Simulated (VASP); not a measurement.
# Ga (Cmcm) in VASP: single point with LDA

Aim: the single point of Ga with LDA.

Program: VASP 6.6.1. These are calculated values, not measurements. Logs are shortened: lines on timing, memory, paths and dates and some standing lists are left out, and cuts for length are marked.

### 1 The cell of the first run

The structure is orthorhombic, space group Cmcm (No. 63). Conventional cell: a = 2.900 Å, b = 8.130 Å, c = 3.170 Å, α = 90.00°, β = 90.00°, γ = 90.00°. Within 3.5 Å of Ga (site symmetry m2m) lie 10 Ga at 2.68 to 3.17 Å.

### 2 Single point, LDA

Input file INCAR:

```
PREC     = Accurate       # precision mode
ENCUT    = 520            # plane-wave cutoff, eV
EDIFF    = 1E-6           # SCF threshold, eV
ISMEAR   = 0              # smearing method
SIGMA    = 0.1            # smearing width, eV
LREAL    = False          # projectors in reciprocal space
LASPH    = True           # aspherical terms in the spheres
NELM     = 80             # most SCF steps
ALGO     = Normal         # electronic algorithm
ISIF     = 2              # what is computed and relaxed
LWAVE    = False          # write WAVECAR
LCHARG   = True           # write CHGCAR
GGA      = CA             # functional
LELF     = True           # ELF
LVHAR    = True         
NBANDS   = 20             # bands
```

Input file KPOINTS:

```
regular mesh
0
Gamma
  18 18 16
```

Input file POSCAR:

```
Ga
1.0
    1.4500000000     -4.0650000000      0.0000000000
    1.4500000000      4.0650000000      0.0000000000
    0.0000000000      0.0000000000      3.1700000000
Ga
2
Direct
    0.1330000000      0.8670000000      0.7500000000
    0.8670000000      0.1330000000      0.2500000000
```

Potentials or basis: VASP PAW LDA potentials, release 64 (Ga_d).

On the command line:

```console
$ cat potpaw_LDA.64/Ga_d/POTCAR > POTCAR
$ mpirun -np 1 vasp_std > vasp.out
```

OUTCAR:

```text
PREC = Accurate
   ENCUT = 520
   EDIFF = 1E-6
   ISMEAR = 0
   LREAL = False
   LASPH = True
   NELM = 80
   ISIF = 2
   GGA = CA

 ion  position               nearest neighbor table
   1  0.133  0.867  0.750-   2 2.68   2 2.68   2 2.87   2 2.87   2 2.87   2 2.87
   2  0.867  0.133  0.250-   1 2.68   1 2.68   1 2.87   1 2.87   1 2.87   1 2.87

  LATTYP: Found a base centered orthorhombic cell.
 ALAT       =     2.9000000000
 B/A-ratio  =     2.8034482759
 C/A-ratio  =     1.0931034483

  Lattice vectors:

 A1 = (   1.4500000000,  -4.0650000000,   0.0000000000)
 A2 = (   1.4500000000,   4.0650000000,   0.0000000000)
 A3 = (   0.0000000000,   0.0000000000,   3.1700000000)

Analysis of symmetry for initial positions (statically):
=====================================================================
 Subroutine PRICEL returns:
 Original cell was already a primitive cell.

 Routine SETGRP: Setting up the symmetry group for a
 base centered orthorhombic supercell.

 Subroutine GETGRP returns: Found  8 space group operations
 (whereof  4 operations were pure point group operations)
 out of a pool of  8 trial point group operations.

The static configuration has the point symmetry C_2h.
 The point group associated with its full space group is D_2h.

Analysis of symmetry for dynamics (positions and initial velocities):
=====================================================================
 Subroutine PRICEL returns:
 Original cell was already a primitive cell.

 Routine SETGRP: Setting up the symmetry group for a
 base centered orthorhombic supercell.

 Subroutine GETGRP returns: Found  8 space group operations
 (whereof  4 operations were pure point group operations)
 out of a pool of  8 trial point group operations.

The dynamic configuration has the point symmetry C_2h.
 The point group associated with its full space group is D_2h.

 Subroutine INISYM returns: Found  8 space group operations
 (whereof  4 operations are pure point group operations),
 and found     1 'primitive' translations

----------------------------------------------------------------------------------------

                                     Primitive cell

  volume of cell :      37.3695

  direct lattice vectors                    reciprocal lattice vectors
     1.450000000 -4.065000000  0.000000000     0.344827586 -0.123001230  0.000000000
[... 76 lines left out ...]
 SYSTEM =  unknown system
   PREC   = accura    normal or accurate (medium, high low for compatibility)
   ISTART =      0    job   : 0-new  1-cont  2-samecut
   ICHARG =      2    charge: 1-file 2-atom 10-const
   ISPIN  =      1    spin polarized calculation?
   LNONCOLLINEAR =      F non collinear calculations
   LSORBIT =      F    spin-orbit coupling
   LASPH  =      T    aspherical Exc in radial PAW
   ENCUT  =  520.0 eV  38.22 Ry    6.18 a.u.   8.02  8.02  5.89*2*pi/ulx,y,z
   NELM   =     80;   NELMIN=  2; NELMDL= -5     # of ELM steps
   EDIFF  = 0.1E-05   stopping-criterion for ELM
   LREAL  =      F    real-space projection
   EDIFFG = 0.1E-04   stopping-criterion for IOM
   NSW    =      0    number of steps for IOM
   IBRION =     -1    ionic relax: 0-MD 1-quasi-New 2-CG
   NFREE  =      0    steps in history (QN), initial steepest desc. (CG)
   ISIF   =      2    stress and relaxation
   ISYM   =      2    0-nonsym 1-usesym 2-fastsym
   POTIM  = 0.5000    time-step for ionic-motion
   TEBEG  =    0.0;   TEEND  =   0.0 temperature during run
   PSTRESS=    0.0 pullay stress
   NELECT =      26.0000    total number of electrons
   NUPDOWN=      -1.0000    fix difference up-down
   EMIN   =  10.00;   EMAX   =-10.00  energy-range for DOS
   EFERMI =   0.00;   METHOD = LEGACY
   ISMEAR =     0;   SIGMA  =   0.10  broadening in eV -4-tet -1-fermi 0-gaus
   EFERMI_NEDOS =   21; number of points for ismear=-14 and -15
   IALGO  =     38    algorithm
   IMIX   =      4    mixing-type and parameters
     AMIX     =   0.40;   BMIX     =  1.00
     AMIX_MAG =   1.60;   BMIX_MAG =  1.00
  volume/ion in A,a.u.               =      18.68       126.09
  Fermi-wavevector in a.u.,A,eV,Ry     =   1.450641  2.741314 28.631555  2.104360
  Thomas-Fermi vector in A             =   2.568230
   LORBIT       =      0    0 simple, 1 ext, 2 COOP (PROOUT), +10 PAW based schemes
   GGA     = CA    functional components
   LHFCALC =     F    Hartree Fock is set to
   AEXX    =    0.0000 exact exchange contribution
   IVDW    =     0    specifies the selected vdW correction
   LEPSILON=     F    determine dielectric tensor
   LRPA    =     F    only Hartree local field effects (RPA)
 non-spin polarized calculation
 Gauss-broadening in eV      SIGMA  =   0.10
  energy-cutoff  :      520.00
  volume of cell :       37.37
 maximum number of plane-waves:      1027
   NGX = 17   NGY = 17   NGZ = 11

 number of electron      26.0000003 magnetization

 Free energy of the ion-electron system (eV)
  ---------------------------------------------------
  ext. energy  EPLUGINS =         0.00000000
  ---------------------------------------------------
  free energy    TOTEN  =        -7.10993125 eV

  energy without entropy =       -7.10565119  energy(sigma->0) =       -7.10779122

 E-fermi :   5.3842     XC(G=0): -11.3312

 val. band max:        5.3836468090   @ k =   0.4444  -0.0000   0.1250
 cond. band min:       5.3842468164   @ k =   0.2778   0.2778   0.4375
 fundamental gap:      0.0006000074
 Fermi energy:         5.3841556875

 k-point     1 :       0.0000    0.0000    0.0000
  band No.  band energies     occupation
      1      -9.8795      2.00000
      2      -9.8577      2.00000
      3      -9.7869      2.00000
      4      -9.7717      2.00000
      5      -9.5824      2.00000
      6      -9.5661      2.00000
[... 541 lines left out ...]
     19      17.1372      0.00000
     20      20.5189      0.00000

 [... further k-points ...]
[... 5 lines left out ...]
  --------------------------------------------------------------------------------------
  -------------------------------------------------------------------------------------
  Total       -1.2922226     -0.8331529     -0.5416018      0.0000000      0.0000000      0.0000000
  in kB      -55.4025942    -35.7204953    -23.2205689      0.0000000      0.0000000      0.0000000
  external PRESSURE =     -38.1145528 kB  Pullay stress =       0.0000000 kB

 VOLUME and BASIS-vectors are now :
 -----------------------------------------------------------------------------
  energy-cutoff  :      520.00
  volume of cell :       37.37
      direct lattice vectors                 reciprocal lattice vectors
     1.450000000 -4.065000000  0.000000000     0.344827586 -0.123001230  0.000000000
     1.450000000  4.065000000  0.000000000     0.344827586  0.123001230  0.000000000
     0.000000000  0.000000000  3.170000000     0.000000000  0.000000000  0.315457413

 POSITION                                       TOTAL-FORCE (eV/Angst)
 -----------------------------------------------------------------------------------
      1.45000      2.98371      2.37750         0.000000     -0.187060     -0.000000
      1.45000     -2.98371      0.79250         0.000000      0.187060      0.000000
 -----------------------------------------------------------------------------------
    total drift:                                0.000000      0.000000     -0.000000

  FREE ENERGIE OF THE ION-ELECTRON SYSTEM (eV)
  ---------------------------------------------------
  free  energy   TOTEN  =        -7.1099312505 eV

  energy  without entropy=       -7.1056511860  energy(sigma->0) =       -7.10779122
```

OSZICAR:

```text
N       E                     dE             d eps       ncg     rms          rms(c)
DAV:   1     0.131176483996E+03    0.13118E+03   -0.13288E+04 34660   0.246E+03
DAV:   2     0.446136426290E+01   -0.12672E+03   -0.12358E+03 33768   0.385E+02
DAV:   3    -0.700731817821E+01   -0.11469E+02   -0.11406E+02 36824   0.950E+01
DAV:   4    -0.718335317367E+01   -0.17603E+00   -0.17593E+00 37672   0.130E+01
DAV:   5    -0.718629687897E+01   -0.29437E-02   -0.29436E-02 37088   0.166E+00    0.140E+00
DAV:   6    -0.712577677697E+01    0.60520E-01   -0.10194E-01 44864   0.521E+00    0.692E-01
DAV:   7    -0.711149366771E+01    0.14283E-01   -0.17626E-02 47088   0.174E+00    0.190E-01
DAV:   8    -0.710992476388E+01    0.15689E-02   -0.24127E-03 36288   0.677E-01    0.166E-02
DAV:   9    -0.710993172099E+01   -0.69571E-05   -0.84589E-05 37724   0.974E-02    0.589E-03
DAV:  10    -0.710993125051E+01    0.47048E-06   -0.56096E-06 35764   0.298E-02
   1 F= -.71099313E+01 E0= -.71077912E+01  d E =-.428006E-02
```

Run time: 4.1 min. Hardware: 1 thread of Intel Xeon Platinum 8488C (Sapphire Rapids), shared host; peak memory 0.54 GiB.

Results:

* Free energy: -7.1099 eV
* Pressure: -3.8 GPa
* Largest force: 0.187 eV/Å
* Band gap on the k mesh: zero (band 13 reaches 10.48 eV, above the bottom of band 14 at 1.19 eV)

Forces in eV/Å, atoms in the order of the input:
```
Ga   0.000 -0.187  0.000
Ga   0.000  0.187  0.000
```
